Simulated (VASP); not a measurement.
Here is a VASP 6.6.1 calculation.

Contents of INCAR:

```
SYSTEM = ScSiS4
PREC     = Accurate       ! precision mode
ENCUT    = 520            ! plane-wave cutoff, eV
EDIFF    = 1E-6           ! SCF threshold, eV
ISMEAR   = 0              ! smearing method
SIGMA    = 0.1            ! smearing width, eV
LREAL    = .False.        ! projectors in reciprocal space
LASPH    = .True.         ! aspherical terms in the spheres
NELM     = 100            ! most SCF steps
ALGO     = Normal         ! electronic algorithm
ISIF     = 2              ! what is computed and relaxed
LWAVE    = .False.        ! write WAVECAR
LCHARG   = .False.        ! write CHGCAR
GGA      = PE             ! functional
NBANDS   = 28             ! bands
```

The input KPOINTS:

```
Automatic mesh
0
Gamma
  4 4 4
  0 0 0
```

Contents of POSCAR:

```
ScSiS4
1.0
    0.0000000000      3.8965585500      3.8965585500
    3.8965585500      0.0000000000      3.8965585500
    3.8965585500      3.8965585500      0.0000000000
Sc Si S
1 1 4
Direct
    0.0000000000      0.0000000000      0.0000000000
    0.2500000000      0.2500000000      0.2500000000
    0.6238817100      0.6238817100      0.6238817100
    0.1283548800      0.6238817100      0.6238817100
    0.6238817100      0.1283548800      0.6238817100
    0.6238817100      0.6238817100      0.1283548800
```

Potentials or basis: VASP PAW PBE potentials, release 64 (Sc_sv, Si, S).

Run with:

```sh
$ cat potpaw_PBE.64/Sc_sv/POTCAR potpaw_PBE.64/Si/POTCAR potpaw_PBE.64/S/POTCAR > POTCAR
$ mpirun -np 1 vasp_std > vasp.out
```

Predict the pressure.

-6.1 GPa.

What does it give for the band gap on the k mesh?

Zero (an odd number of electrons rules out a gap without spin polarisation).

Forces in eV/Å, atoms in the order of the input:
```
Sc   0.000  0.000  0.000
Si   0.000  0.000  0.000
S    0.143  0.143  0.143
S    0.143 -0.143 -0.143
S   -0.143  0.143 -0.143
S   -0.143 -0.143  0.143
```

Caveat: the cell stands under tension.
